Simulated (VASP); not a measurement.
# AlN (P6_3mc) in VASP: a series of runs

Runs on AlN. Level: PBEsol. Tasks: single point.

Everything below comes from runs of VASP 6.6.1. Logs are shortened: lines on timing, memory, paths and dates and some standing lists are left out, and cuts for length are marked.

## (1) The cell of the first run

The structure is hexagonal, space group P6_3mc (No. 186). The conventional cell has a = 3.047 Å, b = 3.047 Å, c = 4.876 Å, α = 90.00°, β = 90.00°, γ = 120.00°. Within 2.5 Å of Al (site symmetry 3m) lie 4 N at 1.85 to 1.88 Å. Within 2.5 Å of N (site symmetry 3m) lie 4 Al at 1.85 to 1.88 Å.

## (2) Single point, PBEsol (9.81 Å³/atom)

File INCAR:

```
PREC = Accurate ; ENCUT = 520
EDIFF = 1E-7 ; ISMEAR = -1
SIGMA = 0.02 ; LREAL = False
LASPH = True ; NELM = 100
ALGO = Normal ; ISIF = 2
LWAVE = False ; LCHARG = False
GGA = PS ; NBANDS = 16
```

File KPOINTS:

```
regular mesh
0
Gamma
  11 11 6
```

File POSCAR:

```
AlN
1.0
    3.0474944919      0.0000000000      0.0000000000
   -1.5237472460      2.6392076479      0.0000000000
    0.0000000000      0.0000000000      4.8763796492
Al N
2 2
Direct
    0.3333333333      0.6666666667      0.0000000000
    0.6666666667      0.3333333333      0.5000000000
    0.3333333333      0.6666666667      0.3850000000
    0.6666666667      0.3333333333      0.8850000000
```

Potentials or basis: VASP PAW PBE potentials, release 64 (Al, N).

The run is started by

```console
> cat potpaw_PBE.64/Al/POTCAR potpaw_PBE.64/N/POTCAR > POTCAR
> mpirun -np 1 vasp_std > vasp.out
```

OUTCAR:

```text
PREC = Accurate
   ENCUT = 520
   EDIFF = 1E-7
   ISMEAR = -1
   LREAL = False
   LASPH = True
   NELM = 100
   ISIF = 2
   GGA = PS

 ion  position               nearest neighbor table
   1  0.333  0.667  0.000-   4 1.85   4 1.85   4 1.85   3 1.88   2 3.01   2 3.01   2 3.01   2 3.01
                             2 3.01   2 3.01
   2  0.667  0.333  0.500-   3 1.85   3 1.85   3 1.85   4 1.88   1 3.01   1 3.01   1 3.01   1 3.01
                             1 3.01   1 3.01
   3  0.333  0.667  0.385-   2 1.85   2 1.85   2 1.85   1 1.88
   4  0.667  0.333  0.885-   1 1.85   1 1.85   1 1.85   2 1.88

  LATTYP: Found a hexagonal cell.
 ALAT       =     3.0474944919
 C/A-ratio  =     1.6001274694

  Lattice vectors:

 A1 = (   3.0474944919,   0.0000000000,   0.0000000000)
 A2 = (  -1.5237472460,   2.6392076479,   0.0000000000)
 A3 = (   0.0000000000,   0.0000000000,   4.8763796492)

Analysis of symmetry for initial positions (statically):
=====================================================================
 Subroutine PRICEL returns:
 Original cell was already a primitive cell.

 Routine SETGRP: Setting up the symmetry group for a
 hexagonal supercell.

 Subroutine GETGRP returns: Found 12 space group operations
 (whereof  6 operations were pure point group operations)
 out of a pool of 24 trial point group operations.

The static configuration has the point symmetry C_3v.
 The point group associated with its full space group is C_6v.

Analysis of symmetry for dynamics (positions and initial velocities):
=====================================================================
 Subroutine PRICEL returns:
 Original cell was already a primitive cell.

 Routine SETGRP: Setting up the symmetry group for a
 hexagonal supercell.

 Subroutine GETGRP returns: Found 12 space group operations
 (whereof  6 operations were pure point group operations)
 out of a pool of 24 trial point group operations.

The dynamic configuration has the point symmetry C_3v.
 The point group associated with its full space group is C_6v.

 Subroutine INISYM returns: Found 12 space group operations
 (whereof  6 operations are pure point group operations),
 and found     1 'primitive' translations

----------------------------------------------------------------------------------------

                                     Primitive cell

  volume of cell :      39.2206

  direct lattice vectors                    reciprocal lattice vectors
     3.047494492  0.000000000  0.000000000     0.328138411  0.189450800  0.000000000
    -1.523747246  2.639207648  0.000000000     0.000000000  0.378901600  0.000000000
     0.000000000  0.000000000  4.876379649     0.000000000  0.000000000  0.205070169

  length of vectors
     3.047494492  3.047494492  4.876379649     0.378901600  0.378901600  0.205070169

  position of ions in fractional coordinates (direct lattice)
     0.333333333  0.666666667  0.000000000
     0.666666667  0.333333333  0.500000000
     0.333333333  0.666666667  0.385000000
     0.666666667  0.333333333  0.885000000

  ion indices of the primitive-cell ions
   primitive index   ion index
                 1           1
                 2           2
                 3           3
                 4           4

----------------------------------------------------------------------------------------

 KPOINTS: regular mesh

Automatic generation of k-mesh.
 Grid dimensions read from file:
 generate k-points for:   11   11    6

 Generating k-lattice:

  Cartesian coordinates                     Fractional coordinates (reciprocal lattice)
     0.029830765  0.017222800  0.000000000     0.090909091 -0.000000000  0.000000000
     0.000000000  0.034445600  0.000000000     0.000000000  0.090909091  0.000000000
     0.000000000  0.000000000  0.034178362     0.000000000  0.000000000  0.166666667

  Length of vectors
     0.034445600  0.034445600  0.034178362

  Shift w.r.t. Gamma in fractional coordinates (k-lattice)
     0.000000000  0.000000000  0.000000000

 Subroutine IBZKPT returns following result:
 ===========================================

 Found     64 irreducible k-points:

 Following reciprocal coordinates:
            Coordinates               Weight
  0.000000  0.000000  0.000000      1.000000
  0.090909  0.000000  0.000000      6.000000
  0.181818  0.000000  0.000000      6.000000
  0.272727  0.000000  0.000000      6.000000
  0.363636  0.000000  0.000000      6.000000
  0.454545  0.000000  0.000000      6.000000
[... 16 lines left out ...]
  0.090909  0.090909  0.166667     12.000000
  0.181818  0.090909  0.166667     24.000000
 [... further k-points ...]
   k-points           NKPTS =     64   k-points in BZ     NKDIM =     64   number of bands    NBANDS=     16
   number of dos      NEDOS =    301   number of ions     NIONS =      4
   total plane-waves  NPLWV =  20736
   dimension x,y,z NGX =    24 NGY =   24 NGZ =   36
   dimension x,y,z NGXF=    48 NGYF=   48 NGZF=   72
   ions per type =               2   2
   NGX,Y,Z   is equivalent  to a cutoff of  13.09, 13.09, 12.27 a.u.
   NGXF,Y,Z  is equivalent  to a cutoff of  26.18, 26.18, 24.55 a.u.
 SYSTEM =  unknown system
   PREC   = accura    normal or accurate (medium, high low for compatibility)
   ISTART =      0    job   : 0-new  1-cont  2-samecut
   ICHARG =      2    charge: 1-file 2-atom 10-const
   ISPIN  =      1    spin polarized calculation?
   LNONCOLLINEAR =      F non collinear calculations
   LSORBIT =      F    spin-orbit coupling
   LASPH  =      T    aspherical Exc in radial PAW
   ENCUT  =  520.0 eV  38.22 Ry    6.18 a.u.   5.67  5.67  9.07*2*pi/ulx,y,z
   NELM   =    100;   NELMIN=  2; NELMDL= -5     # of ELM steps
   EDIFF  = 0.1E-06   stopping-criterion for ELM
   LREAL  =      F    real-space projection
   EDIFFG = 0.1E-05   stopping-criterion for IOM
   NSW    =      0    number of steps for IOM
   IBRION =     -1    ionic relax: 0-MD 1-quasi-New 2-CG
   NFREE  =      0    steps in history (QN), initial steepest desc. (CG)
   ISIF   =      2    stress and relaxation
   ISYM   =      2    0-nonsym 1-usesym 2-fastsym
   POTIM  = 0.5000    time-step for ionic-motion
   TEBEG  =    0.0;   TEEND  =   0.0 temperature during run
   PSTRESS=    0.0 pullay stress
   NELECT =      16.0000    total number of electrons
   NUPDOWN=      -1.0000    fix difference up-down
   EMIN   =  10.00;   EMAX   =-10.00  energy-range for DOS
   EFERMI =   0.00;   METHOD = LEGACY
   ISMEAR =    -1;   SIGMA  =   0.02  broadening in eV -4-tet -1-fermi 0-gaus
   EFERMI_NEDOS =   21; number of points for ismear=-14 and -15
   IALGO  =     38    algorithm
   IMIX   =      4    mixing-type and parameters
     AMIX     =   0.40;   BMIX     =  1.00
     AMIX_MAG =   1.60;   BMIX_MAG =  1.00
  volume/ion in A,a.u.               =       9.81        66.17
  Fermi-wavevector in a.u.,A,eV,Ry     =   1.214163  2.294434 20.057581  1.474191
  Thomas-Fermi vector in A             =   2.349591
   LORBIT       =      0    0 simple, 1 ext, 2 COOP (PROOUT), +10 PAW based schemes
   GGA     = PS    functional components
   LHFCALC =     F    Hartree Fock is set to
   AEXX    =    0.0000 exact exchange contribution
   IVDW    =     0    specifies the selected vdW correction
   LEPSILON=     F    determine dielectric tensor
   LRPA    =     F    only Hartree local field effects (RPA)
 non-spin polarized calculation
  energy-cutoff  :      520.00
  volume of cell :       39.22
 maximum number of plane-waves:      1087
 NGX is ok and might be reduce to    24
   NGX = 11   NGY = 11   NGZ = 19

 number of electron      15.9999998 magnetization

 Free energy of the ion-electron system (eV)
  ---------------------------------------------------
  ext. energy  EPLUGINS =         0.00000000
  ---------------------------------------------------
  free energy    TOTEN  =       -31.19338627 eV

  energy without entropy =      -31.19338627  energy(sigma->0) =      -31.19338627

 E-fermi :   7.1818     XC(G=0): -11.3852

 val. band max:        6.7395007367   @ k =   0.0000   0.0000   0.0000
 cond. band min:      11.3819303509   @ k =   0.0000   0.0000   0.0000
 fundamental gap:      4.6424296142
 Fermi energy:         7.1818059500

 k-point     1 :       0.0000    0.0000    0.0000
  band No.  band energies     occupation
      1      -8.8736      2.00000
      2      -6.4853      2.00000
      3       0.3525      2.00000
      4       5.7601      2.00000
      5       5.7601      2.00000
      6       6.4296      2.00000
[... 8 lines left out ...]
     15      20.3131      0.00000
     16      20.3131      0.00000

 k-point     2 :       0.0909    0.0000    0.0000
  band No.  band energies     occupation
      1      -8.7590      2.00000
      2      -6.4191      2.00000
      3       0.4850      2.00000
      4       5.2547      2.00000
      5       5.6136      2.00000
      6       5.9544      2.00000
[... 8 lines left out ...]
     15      20.2981      0.00000
     16      20.3671      0.00000

 k-point     3 :       0.1818    0.0000    0.0000
  band No.  band energies     occupation
      1      -8.4265      2.00000
      2      -6.2417      2.00000
      3       0.8745      2.00000
      4       4.0593      2.00000
      5       4.9541      2.00000
      6       5.2848      2.00000
[... 8 lines left out ...]
     15      19.5184      0.00000
     16      19.6451      0.00000

 k-point     4 :       0.2727    0.0000    0.0000
  band No.  band energies     occupation
      1      -7.9141      2.00000
      2      -6.0200      2.00000
      3       1.4937      2.00000
      4       2.7245      2.00000
      5       3.8712      2.00000
      6       4.9291      2.00000
[... 8 lines left out ...]
     15      19.3406      0.00000
     16      20.7109      0.00000

 k-point     5 :       0.3636    0.0000    0.0000
  band No.  band energies     occupation
      1      -7.3048      2.00000
      2      -5.8726      2.00000
      3       1.6253      2.00000
      4       2.2788      2.00000
      5       2.9507      2.00000
      6       4.6462      2.00000
[... 8 lines left out ...]
     15      19.4035      0.00000
     16      21.9774      0.00000

 k-point     6 :       0.4545    0.0000    0.0000
  band No.  band energies     occupation
      1      -6.7853      2.00000
      2      -5.8982      2.00000
      3       1.0151      2.00000
      4       2.4016      2.00000
      5       3.0268      2.00000
      6       4.4922      2.00000
[... 8 lines left out ...]
     15      19.7499      0.00000
     16      22.4996      0.00000
[... 267 lines left out ...]
 k-point    21 :       0.3636    0.0000    0.1667
  band No.  band energies     occupation
      1      -7.2201      2.00000
      2      -5.9805      2.00000
      3       1.3354      2.00000
      4       2.4339      2.00000
      5       3.1231      2.00000
      6       4.7242      2.00000
[... 8 lines left out ...]
     15      19.7244      0.00000
     16      21.8308      0.00000

 k-point    22 :       0.4545    0.0000    0.1667
  band No.  band energies     occupation
      1      -6.7223      2.00000
      2      -5.9493      2.00000
      3       0.8484      2.00000
      4       1.9974      2.00000
      5       3.4894      2.00000
      6       4.5731      2.00000
[... 8 lines left out ...]
     15      19.7357      0.00000
     16      22.4371      0.00000

 k-point    23 :       0.0909    0.0909    0.1667
  band No.  band energies     occupation
      1      -8.4243      2.00000
      2      -6.5128      2.00000
      3       1.0926      2.00000
      4       4.6764      2.00000
      5       4.7465      2.00000
      6       5.5471      2.00000
[... 8 lines left out ...]
     15      19.7041      0.00000
     16      20.4146      0.00000

 k-point    24 :       0.1818    0.0909    0.1667
  band No.  band energies     occupation
      1      -8.0074      2.00000
      2      -6.2786      2.00000
      3       1.4640      2.00000
      4       3.5118      2.00000
      5       3.9407      2.00000
      6       5.0912      2.00000
[... 8 lines left out ...]
     15      19.6599      0.00000
     16      20.6181      0.00000

 [... further k-points ...]
[... 5 lines left out ...]
  --------------------------------------------------------------------------------------
  -------------------------------------------------------------------------------------
  Total        3.9447093      3.9447093      3.0105283     -0.0000000      0.0000000     -0.0000000
  in kB      161.1430509    161.1430509    122.9813617     -0.0000000      0.0000000     -0.0000000
  external PRESSURE =     148.4224878 kB  Pullay stress =       0.0000000 kB

 VOLUME and BASIS-vectors are now :
 -----------------------------------------------------------------------------
  energy-cutoff  :      520.00
  volume of cell :       39.22
      direct lattice vectors                 reciprocal lattice vectors
     3.047494492  0.000000000  0.000000000     0.328138411  0.189450800  0.000000000
    -1.523747246  2.639207648  0.000000000     0.000000000  0.378901600  0.000000000
     0.000000000  0.000000000  4.876379649     0.000000000  0.000000000  0.205070169

 POSITION                                       TOTAL-FORCE (eV/Angst)
 -----------------------------------------------------------------------------------
     -0.00000      1.75947      0.00000         0.000000      0.000000      0.181512
      1.52375      0.87974      2.43819         0.000000      0.000000      0.181512
     -0.00000      1.75947      1.87741        -0.000000      0.000000     -0.181512
      1.52375      0.87974      4.31560         0.000000     -0.000000     -0.181512
 -----------------------------------------------------------------------------------
    total drift:                               -0.000000      0.000000      0.000034

  FREE ENERGIE OF THE ION-ELECTRON SYSTEM (eV)
  ---------------------------------------------------
  free  energy   TOTEN  =       -31.1933862726 eV

  energy  without entropy=      -31.1933862726  energy(sigma->0) =      -31.19338627
```

It took 40 s on 1 thread of Intel Xeon 8259CL, shared host; peak memory 0.17 GiB.

What came out:

```yaml
Free_energy: -31.1934 eV
Pressure: 14.8 GPa
Largest_force: 0.182 eV/Å
Band_gap_on_the_k_mesh: 4.64 eV
```

Forces in eV/Å, atoms in the order of the input:
```
Al   0.000  0.000  0.182
Al   0.000  0.000  0.182
N    0.000  0.000 -0.182
N    0.000  0.000 -0.182
```

Caveat: the cell stands under pressure; the PAW data sets were made with another functional, which shifts forces and pressure a little; an odd mesh through Γ misses points on the zone boundary, where band edges can lie.

## (3) Single point, PBEsol (10.22 Å³/atom)

This run uses another cell than the first one, of 10.22 Å³/atom.

File INCAR:

```
SYSTEM = AlN
  PREC = Accurate
  ENCUT = 520
  EDIFF = 1E-7
  ISMEAR = -1
  SIGMA = 0.02
  LREAL = .FALSE.
  LASPH = .TRUE.
  NELM = 60
  ALGO = Normal
  ISIF = 2
  LWAVE = .FALSE.
  LCHARG = .FALSE.
  GGA = PS
  NBANDS = 16
```

File KPOINTS:

```
regular mesh
0
G
  11 11 6
  0 0 0
```

File POSCAR:

```
AlN
1.0
    3.0901223134      0.0000000000      0.0000000000
   -1.5450611567      2.6761244242      0.0000000000
    0.0000000000      0.0000000000      4.9445895974
Al N
2 2
Direct
    0.3333333333      0.6666666667      0.0000000000
    0.6666666667      0.3333333333      0.5000000000
    0.3333333333      0.6666666667      0.3850000000
    0.6666666667      0.3333333333      0.8850000000
```

Potentials or basis: VASP PAW PBE potentials, release 64 (Al, N).

The run is started by

```console
> cat potpaw_PBE.64/Al/POTCAR potpaw_PBE.64/N/POTCAR > POTCAR
> mpirun -np 1 vasp_std > vasp.out
```

Run time: 43 s. Hardware: 1 thread of Intel Xeon 8259CL, shared host; peak memory 0.17 GiB.

The run converged. Its results:

- Free energy: -31.2952 eV
- Pressure: 4.9 GPa
- Largest force: 0.179 eV/Å
- Band gap on the k mesh: 4.27 eV

Forces in eV/Å, atoms in the order of the input:
```
Al   0.000  0.000  0.179
Al   0.000  0.000  0.179
N    0.000  0.000 -0.179
N    0.000  0.000 -0.179
```

Stress tensor (GPa, compression positive):
```
5.70 0.00 0.00
0.00 5.70 0.00
0.00 0.00 3.16
```

Levels at points of the mesh, in eV from the valence-band top:
```tsv
k point	band 4	band 5	band 6	band 7	band 8	band 9	band 10	band 11	band 12	band 13
(0.00, 0.00, 0.00)	-0.96	-0.96	-0.30	-0.30	0.00	4.27	6.71	10.67	11.13	11.13
(0.00, 0.00, 0.50)	-3.42	-0.64	-0.64	-0.64	-0.64	6.54	6.54	10.34	10.34	11.45
```

Caveat: the cell stands under pressure; the PAW data sets were made with another functional, which shifts forces and pressure a little; an odd mesh through Γ misses points on the zone boundary, where band edges can lie.
